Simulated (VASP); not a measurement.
# InP (F-43m) in VASP: further runs

The runs below take InP through single point, with r2SCAN.

All numbers are computed with VASP 6.6.1; they aren't measurements. Logs are shortened: lines on timing, memory, paths and dates and some standing lists are left out, and cuts for length are marked.

### 1 The cell of the first run

It takes space group F-43m (No. 216, cubic). Conventional cell: a = 5.609 Å, b = 5.609 Å, c = 5.609 Å, α = 90.00°, β = 90.00°, γ = 90.00°. In (site symmetry -43m) has 4 P at 2.43 Å within 3.2 Å. Within 3.2 Å of P (site symmetry -43m) lie 4 In at 2.43 Å.

### 2 Single point, r2SCAN

The input, POSCAR:

```
InP
1.0
    2.8047238117      2.8047238117      0.0000000000
   -2.8047238117      2.8047238117      0.0000000000
    0.0000000000      2.8047238117      2.8047238117
In P
1 1
Direct
    0.0000000000      0.0000000000      0.0000000000
    0.7500000000      0.2500000000      0.5000000000
```

The input, INCAR.step1:

```
SYSTEM = InP
  ALGO = Normal
  EDIFF = 1E-4
  ENCUT = 520
  GGA = PE
  ISMEAR = 0
  LASPH = .True.
  LCHARG = .False.
  LREAL = .False.
  LWAVE = .True.
  NBANDS = 16
  NELM = 100
  PREC = Accurate
  SIGMA = 0.01
```

The input, INCAR.step2:

```
SYSTEM = InP
  ALGO = Normal
  EDIFF = 1E-6
  ENCUT = 520
  ISIF = 2
  ISMEAR = 0
  ISTART = 1
  LASPH = .True.
  LCHARG = .True.
  LELF = .True.
  LMIXTAU = .True.
  LREAL = .False.
  LVHAR = .True.
  LWAVE = .False.
  METAGGA = R2SCAN
  NBANDS = 16
  NELM = 100
  PREC = Accurate
  SIGMA = 0.01
```

The input, KPOINTS:

```
k-points
0
Gamma
  8 8 8
  0 0 0
```

Potentials or basis: VASP PAW PBE potentials, release 64 (In_d, P).

Started as:

```console
cat potpaw_PBE.64/In_d/POTCAR potpaw_PBE.64/P/POTCAR > POTCAR
cp INCAR.step1 INCAR
mpirun -np 1 vasp_std > vasp.out
cp INCAR.step2 INCAR
mpirun -np 1 vasp_std > vasp.out
```

OUTCAR:

```text
SYSTEM = InP
   EDIFF = 1E-6
   ENCUT = 520
   ISIF = 2
   ISMEAR = 0
   ISTART = 1
   LASPH = .True.
   LREAL = .False.
   METAGGA = R2SCAN
   NELM = 100
   PREC = Accurate

 ion  position               nearest neighbor table
   1  0.000  0.000  0.000-   2 2.43   2 2.43   2 2.43   2 2.43
   2  0.750  0.250  0.500-   1 2.43   1 2.43   1 2.43   1 2.43

  LATTYP: Found a face centered cubic cell.
 ALAT       =     5.6094476234

  Lattice vectors:

 A1 = (   0.0000000000,   2.8047238117,   2.8047238117)
 A2 = (   2.8047238117,   0.0000000000,   2.8047238117)
 A3 = (   2.8047238117,   2.8047238117,   0.0000000000)

Analysis of symmetry for initial positions (statically):
=====================================================================
 Subroutine PRICEL returns:
 Original cell was already a primitive cell.

 Routine SETGRP: Setting up the symmetry group for a
 face centered cubic supercell.

 Subroutine GETGRP returns: Found 24 space group operations
 (whereof 24 operations were pure point group operations)
 out of a pool of 48 trial point group operations.

The static configuration has the point symmetry T_d .

Analysis of symmetry for dynamics (positions and initial velocities):
=====================================================================
 Subroutine PRICEL returns:
 Original cell was already a primitive cell.

 Routine SETGRP: Setting up the symmetry group for a
 face centered cubic supercell.

 Subroutine GETGRP returns: Found 24 space group operations
 (whereof 24 operations were pure point group operations)
 out of a pool of 48 trial point group operations.

The dynamic configuration has the point symmetry T_d .

 Subroutine INISYM returns: Found 24 space group operations
 (whereof 24 operations are pure point group operations),
 and found     1 'primitive' translations

----------------------------------------------------------------------------------------

                                     Primitive cell

  volume of cell :      44.1266

  direct lattice vectors                    reciprocal lattice vectors
     2.804723812  2.804723812  0.000000000     0.178270672  0.178270672 -0.178270672
    -2.804723812  2.804723812  0.000000000    -0.178270672  0.178270672 -0.178270672
     0.000000000  2.804723812  2.804723812     0.000000000  0.000000000  0.356541345

  length of vectors
     3.966478453  3.966478453  3.966478453     0.308773862  0.308773862  0.356541345

[... 80 lines left out ...]
   EDIFF  = 0.1E-05   stopping-criterion for ELM
   LREAL  =      F    real-space projection
   EDIFFG = 0.1E-04   stopping-criterion for IOM
   NSW    =      0    number of steps for IOM
   IBRION =     -1    ionic relax: 0-MD 1-quasi-New 2-CG
   NFREE  =      0    steps in history (QN), initial steepest desc. (CG)
   ISIF   =      2    stress and relaxation
   ISYM   =      2    0-nonsym 1-usesym 2-fastsym
   POTIM  = 0.5000    time-step for ionic-motion
   TEBEG  =    0.0;   TEEND  =   0.0 temperature during run
   PSTRESS=    0.0 pullay stress
   NELECT =      18.0000    total number of electrons
   NUPDOWN=      -1.0000    fix difference up-down
   EMIN   =  10.00;   EMAX   =-10.00  energy-range for DOS
   EFERMI =   0.00;   METHOD = LEGACY
   ISMEAR =     0;   SIGMA  =   0.01  broadening in eV -4-tet -1-fermi 0-gaus
   EFERMI_NEDOS =   21; number of points for ismear=-14 and -15
   IALGO  =     38    algorithm
   IMIX   =      4    mixing-type and parameters
     AMIX     =   0.40;   BMIX     =  1.00
     AMIX_MAG =   1.60;   BMIX_MAG =  1.00
  volume/ion in A,a.u.               =      22.06       148.89
  Fermi-wavevector in a.u.,A,eV,Ry     =   1.214131  2.294375 20.056541  1.474114
  Thomas-Fermi vector in A             =   2.349561
   LORBIT       =      0    0 simple, 1 ext, 2 COOP (PROOUT), +10 PAW based schemes
   METAGGA = R2SCAN    functional components
   LHFCALC =     F    Hartree Fock is set to
   AEXX    =    0.0000 exact exchange contribution
   IVDW    =     0    specifies the selected vdW correction
   LEPSILON=     F    determine dielectric tensor
   LRPA    =     F    only Hartree local field effects (RPA)
 non-spin polarized calculation
 Gauss-broadening in eV      SIGMA  =   0.01
  energy-cutoff  :      520.00
  volume of cell :       44.13
 maximum number of plane-waves:      1243
 NGX is ok and might be reduce to    30
   NGX = 15   NGY = 15   NGZ = 15

 number of electron      18.0000001 magnetization

 Free energy of the ion-electron system (eV)
  ---------------------------------------------------
  ext. energy  EPLUGINS =         0.00000000
  ---------------------------------------------------
  free energy    TOTEN  =       -32.00047351 eV

  energy without entropy =      -32.00047351  energy(sigma->0) =      -32.00047351

 E-fermi :   6.7054     XC(G=0): -10.5184

 val. band max:        6.5855063270   @ k =   0.0000   0.0000   0.0000
 cond. band min:       8.3447007560   @ k =   0.5000   0.5000   0.0000
 fundamental gap:      1.7591944290
 Fermi energy:         6.7053633257

 k-point     1 :       0.0000    0.0000    0.0000
  band No.  band energies     occupation
      1      -8.4165      2.00000
      2      -8.4165      2.00000
      3      -8.4164      2.00000
      4      -8.1514      2.00000
      5      -8.1514      2.00000
      6      -6.4420      2.00000
[... 433 lines left out ...]
      3      -8.3010      2.00000
      4      -8.1632      2.00000
      5      -8.1305      2.00000
      6      -3.7168      2.00000
[... 8 lines left out ...]
     15      18.2039      0.00000
     16      19.1486      0.00000

 [... further k-points ...]

------------------------ aborting loop because EDIFF is reached ----------------------------------------

  FORCE on cell =-STRESS in cart. coord.  units (eV):
  Direction    XX          YY          ZZ          XY          YZ          ZX
  --------------------------------------------------------------------------------------
  -------------------------------------------------------------------------------------
  Total        4.0779873      4.0779873      4.0779873      0.0000000      0.0000000      0.0000000
  in kB      148.0662749    148.0662749    148.0662749      0.0000000      0.0000000      0.0000000
  external PRESSURE =     148.0662749 kB  Pullay stress =       0.0000000 kB

 VOLUME and BASIS-vectors are now :
 -----------------------------------------------------------------------------
  energy-cutoff  :      520.00
  volume of cell :       44.13
      direct lattice vectors                 reciprocal lattice vectors
     2.804723812  2.804723812  0.000000000     0.178270672  0.178270672 -0.178270672
    -2.804723812  2.804723812  0.000000000    -0.178270672  0.178270672 -0.178270672
     0.000000000  2.804723812  2.804723812     0.000000000  0.000000000  0.356541345

 POSITION                                       TOTAL-FORCE (eV/Angst)
 -----------------------------------------------------------------------------------
      0.00000      0.00000      0.00000        -0.000000      0.000000     -0.000000
      1.40236      4.20709      1.40236         0.000000     -0.000000      0.000000
 -----------------------------------------------------------------------------------
    total drift:                                0.000005     -0.000000     -0.000000

  FREE ENERGIE OF THE ION-ELECTRON SYSTEM (eV)
  ---------------------------------------------------
  free  energy   TOTEN  =       -32.0004735076 eV

  energy  without entropy=      -32.0004735076  energy(sigma->0) =      -32.00047351
```

It took 79 s on 1 thread of Intel Xeon Platinum 8259CL at 2.50GHz (Skylake/Cascade Lake), shared host; peak memory 0.18 GiB.

Results:

```yaml
Free_energy: -32.0005 eV
Pressure: 14.8 GPa
Band_gap_on_the_k_mesh: 1.76 eV, indirect (least direct gap 1.92 eV)
```

Caveat: the PAW data sets were made with another functional, which shifts forces and pressure a little; spin-orbit coupling is left out, which moves the levels of the heavy elements. r2SCAN opens gaps a little over a GGA but as a rule still falls short of measured ones.

### 3 Single point, r2SCAN

POSCAR is that of step 2.

The input, INCAR.step1:

```
PREC = Accurate
ENCUT = 520
ISMEAR = 0
SIGMA = 0.01
LREAL = F
LASPH = T
NELM = 60
NBANDS = 16
GGA = PE
ALGO = Normal
EDIFF = 1E-4
LWAVE = T
LCHARG = F
```

The input, INCAR.step2:

```
PREC = Accurate
ENCUT = 520
EDIFF = 1E-6
ISMEAR = 0
SIGMA = 0.01
LREAL = F
LASPH = T
NELM = 60
ALGO = Normal
ISIF = 2
LWAVE = F
LCHARG = F
METAGGA = R2SCAN
LMIXTAU = T
NBANDS = 16
ISTART = 1
```

The input, KPOINTS:

```
regular mesh
0
Gamma
  8 8 8
```

Potentials or basis: VASP PAW PBE potentials, release 64 (In_d, P).

Started as:

```console
cat potpaw_PBE.64/In_d/POTCAR potpaw_PBE.64/P/POTCAR > POTCAR
cp INCAR.step1 INCAR
mpirun -np 1 vasp_std > vasp.out
cp INCAR.step2 INCAR
mpirun -np 1 vasp_std > vasp.out
```

Run time: 77 s. Hardware: 1 thread of Intel Xeon Platinum 8259CL at 2.50GHz (Skylake/Cascade Lake), shared host; peak memory 0.18 GiB.

The run converged. Its results:

```yaml
Free_energy: -32.0005 eV
Pressure: 14.8 GPa
Band_gap_on_the_k_mesh: 1.76 eV, indirect (least direct gap 1.92 eV)
```

Levels at points of the mesh, in eV from the valence-band top:
```
           k point  band 7  band 8  band 9  band 10  band 11  band 12
(0.00, 0.00, 0.00)    0.00    0.00    0.00     1.92     4.40     4.40
(0.50, 0.00, 0.00)   -6.69   -1.23   -1.23     2.20     5.13     5.13
(0.50, 0.50, 0.00)   -6.53   -2.92   -2.92     1.76     2.49    10.85
```

Caveat: the PAW data sets were made with another functional, which shifts forces and pressure a little; spin-orbit coupling is left out, which moves the levels of the heavy elements.

### 4 Single point, r2SCAN

This run uses another cell than the first one, of 23.01 Å³/atom, 1.043 times its volume.

The input, POSCAR:

```
InP
1.0
    2.8442769847      2.8442769847      0.0000000000
   -2.8442769847      2.8442769847      0.0000000000
    0.0000000000      2.8442769847      2.8442769847
In P
1 1
Direct
    0.0000000000      0.0000000000      0.0000000000
    0.7500000000      0.2500000000      0.5000000000
```

The input, INCAR.step1:

```
  PREC = Accurate
  ENCUT = 520
  ISMEAR = 0
  SIGMA = 0.01
  LREAL = False
  LASPH = True
  NELM = 60
  NBANDS = 16
  GGA = PE
  ALGO = Normal
  EDIFF = 1E-4
  LWAVE = True
  LCHARG = False
```

The input, INCAR.step2:

```
  PREC = Accurate
  ENCUT = 520
  EDIFF = 1E-6
  ISMEAR = 0
  SIGMA = 0.01
  LREAL = False
  LASPH = True
  NELM = 60
  ALGO = Normal
  ISIF = 2
  LWAVE = False
  LCHARG = True
  METAGGA = R2SCAN
  LMIXTAU = True
  LELF = True
  LVHAR = True
  NBANDS = 16
  ISTART = 1
```

The input, KPOINTS:

```
Automatic mesh
0
Gamma
  8 8 8
```

Potentials or basis: VASP PAW PBE potentials, release 64 (In_d, P).

Started as:

```console
cat potpaw_PBE.64/In_d/POTCAR potpaw_PBE.64/P/POTCAR > POTCAR
cp INCAR.step1 INCAR
mpirun -np 1 vasp_std > vasp.out
cp INCAR.step2 INCAR
mpirun -np 1 vasp_std > vasp.out
```

OUTCAR:

```text
PREC = Accurate
   ENCUT = 520
   EDIFF = 1E-6
   ISMEAR = 0
   LREAL = False
   LASPH = True
   NELM = 60
   ISIF = 2
   METAGGA = R2SCAN
   ISTART = 1

 ion  position               nearest neighbor table
   1  0.000  0.000  0.000-   2 2.46   2 2.46   2 2.46   2 2.46
   2  0.750  0.250  0.500-   1 2.46   1 2.46   1 2.46   1 2.46

  LATTYP: Found a face centered cubic cell.
 ALAT       =     5.6885539694

  Lattice vectors:

 A1 = (   0.0000000000,   2.8442769847,   2.8442769847)
[... 643 lines left out ...]
------------------------ aborting loop because EDIFF is reached ----------------------------------------

  FORCE on cell =-STRESS in cart. coord.  units (eV):
  Direction    XX          YY          ZZ          XY          YZ          ZX
  --------------------------------------------------------------------------------------
  -------------------------------------------------------------------------------------
  Total        2.8161275      2.8161275      2.8161275     -0.0000000      0.0000000     -0.0000000
  in kB       98.0431478     98.0431478     98.0431478     -0.0000000      0.0000000     -0.0000000
  external PRESSURE =      98.0431478 kB  Pullay stress =       0.0000000 kB

 VOLUME and BASIS-vectors are now :
 -----------------------------------------------------------------------------
  energy-cutoff  :      520.00
  volume of cell :       46.02
      direct lattice vectors                 reciprocal lattice vectors
     2.844276985  2.844276985  0.000000000     0.175791599  0.175791599 -0.175791599
    -2.844276985  2.844276985  0.000000000    -0.175791599  0.175791599 -0.175791599
     0.000000000  2.844276985  2.844276985     0.000000000  0.000000000  0.351583199

 POSITION                                       TOTAL-FORCE (eV/Angst)
 -----------------------------------------------------------------------------------
      0.00000      0.00000      0.00000         0.000000     -0.000000      0.000000
      1.42214      4.26642      1.42214        -0.000000      0.000000      0.000000
 -----------------------------------------------------------------------------------
    total drift:                                0.000005      0.000000     -0.000000

  FREE ENERGIE OF THE ION-ELECTRON SYSTEM (eV)
  ---------------------------------------------------
  free  energy   TOTEN  =       -32.1455787859 eV

  energy  without entropy=      -32.1455787859  energy(sigma->0) =      -32.14557879
```

OUTCAR.step1:

```text
PREC = Accurate
   ENCUT = 520
   ISMEAR = 0
   LREAL = False
   LASPH = True
[... 678 lines left out ...]
      0.00000      0.00000      0.00000        -0.000000      0.000000     -0.000000
      1.42214      4.26642      1.42214         0.000000     -0.000000      0.000000
 -----------------------------------------------------------------------------------
    total drift:                                0.000000      0.000000     -0.000000

  FREE ENERGIE OF THE ION-ELECTRON SYSTEM (eV)
  ---------------------------------------------------
  free  energy   TOTEN  =        -8.1905230200 eV

  energy  without entropy=       -8.1905230200  energy(sigma->0) =       -8.19052302
```

Run time: 75 s. Hardware: 1 thread of Intel Xeon Platinum 8259CL at 2.50GHz (Skylake/Cascade Lake), shared host; peak memory 0.18 GiB.

Results:

| Quantity | Value |
| --- | --- |
| Free energy | -32.1456 eV |
| Pressure | 9.8 GPa |
| Band gap on the k mesh | 1.69 eV, direct |

Caveat: the PAW data sets were made with another functional, which shifts forces and pressure a little; spin-orbit coupling is left out, which moves the levels of the heavy elements.

### 5 Single point, r2SCAN

This run uses another cell than the first one, of 23.01 Å³/atom, 1.043 times its volume.

POSCAR is that of step 4.

The input, INCAR.step1:

```
SYSTEM = InP
PREC = Accurate ; ENCUT = 520
ISMEAR = 0 ; SIGMA = 0.01
LREAL = .False. ; LASPH = .True.
NELM = 80 ; NBANDS = 16
GGA = PE ; ALGO = Normal
EDIFF = 1E-4 ; LWAVE = .True.
LCHARG = .False.
```

The input, INCAR.step2:

```
SYSTEM = InP
PREC = Accurate ; ENCUT = 520
EDIFF = 1E-6 ; ISMEAR = 0
SIGMA = 0.01 ; LREAL = .False.
LASPH = .True. ; NELM = 80
ALGO = Normal ; ISIF = 2
LWAVE = .False. ; LCHARG = .True.
METAGGA = R2SCAN ; LMIXTAU = .True.
LELF = .True. ; LVHAR = .True.
NBANDS = 16 ; ISTART = 1
```

The input, KPOINTS:

```
regular mesh
0
Gamma
  8 8 8
  0 0 0
```

Started as:

```console
cat potpaw_PBE.64/In_d/POTCAR potpaw_PBE.64/P/POTCAR > POTCAR
cp INCAR.step1 INCAR
mpirun -np 1 vasp_std > vasp.out
cp INCAR.step2 INCAR
mpirun -np 1 vasp_std > vasp.out
```

It took 78 s on 1 thread of Intel Xeon Platinum 8259CL at 2.50GHz (Skylake/Cascade Lake), shared host; peak memory 0.18 GiB.

Results (log left out):

- Free energy: -32.1456 eV
- Pressure: 9.8 GPa
- Band gap on the k mesh: 1.69 eV, direct

Levels at points of the mesh, in eV from the valence-band top:
| k point | band 6 | band 7 | band 8 | band 9 | band 10 | band 11 | band 12 | band 13 |
| --- | --- | --- | --- | --- | --- | --- | --- | --- |
| (0.00, 0.00, 0.00) | -12.68 | 0.00 | 0.00 | 0.00 | 1.69 | 4.42 | 4.42 | 4.42 |
| (0.50, 0.00, 0.00) | -10.54 | -6.42 | -1.15 | -1.15 | 2.10 | 5.15 | 5.15 | 7.72 |
| (0.50, 0.50, 0.00) | -9.75 | -6.31 | -2.75 | -2.75 | 1.85 | 2.52 | 10.53 | 10.94 |

Caveat: the PAW data sets were made with another functional, which shifts forces and pressure a little; spin-orbit coupling is left out, which moves the levels of the heavy elements.

### 6 Single point, r2SCAN

This run uses another cell than the first one, of 23.68 Å³/atom, 1.073 times its volume.

The input, POSCAR:

```
InP
1.0
    2.8717392192      2.8717392192      0.0000000000
   -2.8717392192      2.8717392192      0.0000000000
    0.0000000000      2.8717392192      2.8717392192
In P
1 1
Direct
    0.0000000000      0.0000000000      0.0000000000
    0.7500000000      0.2500000000      0.5000000000
```

The input, INCAR.step1:

```
SYSTEM = InP
ALGO = Normal
EDIFF = 1E-4
ENCUT = 520
GGA = PE
ISMEAR = 0
LASPH = .True.
LCHARG = .False.
LREAL = .False.
LWAVE = .True.
NBANDS = 16
NELM = 100
PREC = Accurate
SIGMA = 0.01
```

The input, INCAR.step2:

```
SYSTEM = InP
ALGO = Normal
EDIFF = 1E-6
ENCUT = 520
ISIF = 2
ISMEAR = 0
ISTART = 1
LASPH = .True.
LCHARG = .True.
LELF = .True.
LMIXTAU = .True.
LREAL = .False.
LVHAR = .True.
LWAVE = .False.
METAGGA = R2SCAN
NBANDS = 16
NELM = 100
PREC = Accurate
SIGMA = 0.01
```

The input, KPOINTS:

```
k-points
0
Gamma
  8 8 8
  0 0 0
```

Potentials or basis: VASP PAW PBE potentials, release 64 (In_d, P).

Started as:

```console
cat potpaw_PBE.64/In_d/POTCAR potpaw_PBE.64/P/POTCAR > POTCAR
cp INCAR.step1 INCAR
mpirun -np 1 vasp_std > vasp.out
cp INCAR.step2 INCAR
mpirun -np 1 vasp_std > vasp.out
```

Run time: 75 s. Hardware: 1 thread of Intel Xeon Platinum 8259CL at 2.50GHz (Skylake/Cascade Lake), shared host; peak memory 0.17 GiB.

Results (log left out):

* Free energy: -32.2155 eV
* Pressure: 6.8 GPa
* Band gap on the k mesh: 1.52 eV, direct

Levels at points of the mesh, in eV from the valence-band top:
```
           k point  band 5  band 6  band 7  band 8  band 9  band 10  band 11  band 12  band 13  band 14
(0.00, 0.00, 0.00)  -14.58  -12.45    0.00    0.00    0.00     1.52     4.43     4.43     4.43     9.46
(0.50, 0.00, 0.00)  -14.56  -10.42   -6.24   -1.11   -1.11     2.03     5.16     5.16     7.67    10.43
(0.50, 0.50, 0.00)  -14.53   -9.67   -6.17   -2.63   -2.63     1.90     2.54    10.32    10.74    10.74
```

Caveat: the PAW data sets were made with another functional, which shifts forces and pressure a little; spin-orbit coupling is left out, which moves the levels of the heavy elements. r2SCAN opens gaps a little over a GGA but as a rule still falls short of measured ones.

### 7 Summary

```csv
cell,gap on the mesh (eV),pressure (GPa)
"a = 3.966 Å, angles 60.0, 60.0, 90.0°, 2 atoms",1.76,14.8
"a = 4.022 Å, angles 60.0, 60.0, 90.0°, 2 atoms",1.69,9.8
"a = 4.061 Å, angles 60.0, 60.0, 90.0°, 2 atoms",1.52,6.8
```

Alike in all rows: task single point; level r2SCAN; potentials or basis VASP PAW PBE potentials, release 64 (In_d, P); no spin polarisation; k mesh 8 × 8 × 8; cutoff (eV) 520; smearing gaussian 0.01 eV.

Caveats: the PAW data sets were made with another functional, which shifts forces and pressure a little; spin-orbit coupling is left out, which moves the levels of the heavy elements.

Absolute energies hang on the potentials; compare differences alone.
